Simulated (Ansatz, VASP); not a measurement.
# BP: VASP beside Ansatz

File INCAR:

```
PREC = Accurate ; ENCUT = 520
EDIFF = 1E-7 ; ISMEAR = -1
SIGMA = 0.05 ; LREAL = F
LASPH = T ; NELM = 60
ALGO = Normal ; ISIF = 2
LWAVE = F ; LCHARG = F
GGA = CA ; NBANDS = 11
```

The input KPOINTS:

```
regular mesh
0
Gamma
  15 15 15
```

File POSCAR:

```
BP
1.0
    0.0000000000      2.2690000000      2.2916900000
    2.2690000000      0.0000000000      2.2916900000
    2.2690000000      2.2690000000      0.0000000000
B P
1 1
Direct
    0.0000000000      0.0000000000      0.0000000000
    0.7500000000      0.7500000000      0.7500000000
```

Input for Ansatz:

```yaml
crystal:
  lattice:
    - [0.0, 2.269, 2.29169]
    - [2.269, 0.0, 2.29169]
    - [2.269, 2.269, 0.0]
  atoms:
    - { symbol: B, position: [0.0, 0.0, 0.0] }
    - { symbol: P, position: [0.75, 0.75, 0.75] }
kpoints:
  mp_grid: { grid: [15, 15, 15] }
  band_path:
    path:
      - [0.0, 0.0, 0.0]
      - [0.5, 0.0, 0.5]
      - [0.75, 0.25, 0.5]
      - [0.5, 0.5, 0.5]
      - [0.0, 0.0, 0.0]
      - [0.5, 0.5, 0.0]
      - [0.6274629938, 0.6274629938, 0.2549259876]
      - [0.3725370062, 0.3725370062, 0.7450740124]
      - [0.0, 0.0, 0.0]
    npoints: 5
scf:
  occupations: { method: fermi_dirac, width: 0.05 }
hamiltonian:
  xc: lda
  pseudopotentials: { kind: all_electron, lapw: { basis_error: 0.001 } }
output:
  forces: true
  stress: true
  eigenvalues: true
```

Change from the starting cell: zz strain of +1 %.

Alike in both runs: task single point; functional LDA; k mesh 15 × 15 × 15; occupations fermi-dirac, width 0.05 eV; no spin polarisation.

|  | VASP | Ansatz |
| --- | --- | --- |
| version | VASP 6.6.1 | Ansatz 0.2.0 |
| potentials or method | VASP PAW LDA potentials, release 64 (B, P), cutoff 520 eV | all-electron LAPW, scalar-relativistic |

|  | VASP | Ansatz | Ansatz less VASP |
| --- | --- | --- | --- |
| pressure (GPa) | -6.8 | -6.8 | +0.08 |
| traceless stress, the component that is largest in VASP (GPa) | -1.78 | -1.78 | +0.001 |

LDA's correlation is that of Perdew and Zunger in VASP and of Perdew and Wang (1992) in Ansatz. Ansatz ran all-electron here, and VASP with PAW potentials.
